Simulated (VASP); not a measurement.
AlFe3B: single point with PBEsol

AlFe3B:

```
Fe Al B
1.0
     3.89877    0.00000    0.00000
     0.00000    3.89877    0.00000
     0.00000    0.00000    3.82232
Fe Al B
3 1 1
Direct
  0.00000 0.00000 0.50000
  0.00000 0.50000 0.00000
  0.50000 0.00000 0.00000
  0.50000 0.50000 0.50000
  0.00000 0.00000 0.00000
```

```yaml
Program: VASP 6.6.1
Task: single point
Functional: PBEsol
Potentials_or_basis: VASP PAW PBE potentials, release 64 (Fe, Al, B)
Cutoff: 520 eV
k_mesh: 6 × 6 × 6
Occupations: fermi-dirac, width 0.05 eV
Spin: collinear spin, ferromagnetic start
Starting_moments: "[3.0, 3.0, 3.0, 0.0, 0.0] μB"
```

The pressure is -13.3 GPa and the net moment is 4.20 μB per cell. The site moments are Fe +1.49, +1.52 (each value once); Al -0.06; B -0.13 μB and the valence electrons inside the program's atomic spheres are Fe 7.41, 7.36 (each value once); Al 0.72; B 2.06.

Stress tensor (GPa, compression positive):
```
-15.18   0.00   0.00
  0.00 -15.18   0.00
  0.00   0.00  -9.63
```

Levels at points of the mesh, in eV from the Fermi level:
Spin up:
```csv
k point,band 15,band 16,band 17,band 18,band 19,band 20
"(0.00, 0.00, 0.00)",-1.04,-0.37,-0.33,-0.26,-0.26,4.16
"(0.50, 0.00, 0.00)",-1.12,-0.92,-0.26,1.66,1.81,3.75
"(0.50, 0.50, 0.00)",-1.27,-1.15,-0.91,0.19,0.19,3.54
"(0.00, 0.00, 0.50)",-1.13,-0.93,-0.33,1.86,1.86,3.70
"(0.50, 0.00, 0.50)",-1.24,-1.14,-0.86,0.27,0.28,3.58
"(0.50, 0.50, 0.50)",-1.36,-1.31,-0.43,-0.43,-0.38,1.94
```
Spin down:
| k point | band 9 | band 10 | band 11 | band 12 | band 13 | band 14 | band 15 | band 16 | band 17 | band 18 |
| --- | --- | --- | --- | --- | --- | --- | --- | --- | --- | --- |
| (0.00, 0.00, 0.00) | -1.89 | -1.62 | 0.14 | 0.17 | 0.17 | 0.18 | 0.23 | 1.20 | 1.30 | 1.32 |
| (0.50, 0.00, 0.00) | -1.93 | -1.24 | -0.48 | -0.19 | 0.10 | 0.15 | 0.24 | 0.50 | 1.32 | 2.49 |
| (0.50, 0.50, 0.00) | -0.98 | -0.98 | -0.62 | -0.62 | -0.39 | -0.01 | 0.33 | 0.67 | 0.70 | 1.63 |
| (0.00, 0.00, 0.50) | -1.84 | -1.24 | -0.33 | -0.19 | 0.13 | 0.14 | 0.14 | 0.50 | 1.30 | 2.65 |
| (0.50, 0.00, 0.50) | -0.99 | -0.94 | -0.70 | -0.55 | -0.30 | 0.06 | 0.35 | 0.70 | 0.71 | 1.67 |
| (0.50, 0.50, 0.50) | -1.00 | -0.85 | -0.85 | -0.75 | -0.63 | -0.63 | 0.54 | 0.62 | 1.15 | 1.15 |

Wall time 81 s on 1 thread of Intel(R) Xeon(R) Platinum 8488C (Sapphire Rapids), on a shared host, peak memory 0.24 GiB.

Caveat: the cell stands under tension; the PAW data sets were made with another functional, which shifts forces and pressure a little.
